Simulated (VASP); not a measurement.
Wanted: the native input for a VASP 6.6.1 run.

```
Task                   : single point
Functional             : PBE
Potentials or basis    : VASP PAW PBE potentials, release 64 (C)
Cutoff                 : 520 eV
k mesh                 : 12 × 12 × 4
Occupations            : gaussian, width 0.05 eV
Spin                   : no spin polarisation
Dipole correction      : no
Further INCAR settings : ALGO = Normal; EDIFF = 1e-06; NBANDS = 26
```

The structure of C lies in POSCAR:

```
C
1.0
    2.5601158911      0.0000000000      0.0000000000
   -1.2800579455      2.2171253983      0.0000000000
    0.0000000000      0.0000000000      8.4433802906
C
8
Direct
   -0.0027514005     -0.0055028011      0.0929732494
   -0.0027514005     -0.0055028011      0.5929732494
   -0.0027514005     -0.0055028011      0.4070267506
   -0.0027514005     -0.0055028011      0.9070267506
    0.3360847339      0.6721694677      0.1555299995
    0.6694180672      0.3388361344      0.6555299995
    0.3360847339      0.6721694677      0.3444700005
    0.6694180672      0.3388361344      0.8444700005
```

The input as run:

INCAR

```
  PREC = Accurate
  ENCUT = 520
  EDIFF = 1E-6
  ISMEAR = 0
  SIGMA = 0.05
  LREAL = False
  LASPH = True
  NELM = 100
  ALGO = Normal
  ISIF = 2
  LWAVE = False
  LCHARG = False
  GGA = PE
  NBANDS = 26
```

KPOINTS

```
regular mesh
0
Gamma
  12 12 4
```

Potentials or basis: VASP PAW PBE potentials, release 64 (C).

The run is started by

```bash
$ cat potpaw_PBE.64/C/POTCAR > POTCAR
$ mpirun -np 1 vasp_std > vasp.out
```

It gave:

```yaml
Pressure: -19.0 GPa
Largest_force: 0.702 eV/Å
Band_gap_on_the_k_mesh: 4.33 eV, indirect (least direct gap 5.07 eV)
```

It took 98 s on 1 thread of Intel Xeon 6975P-C, on a shared host, peak memory 0.23 GiB.
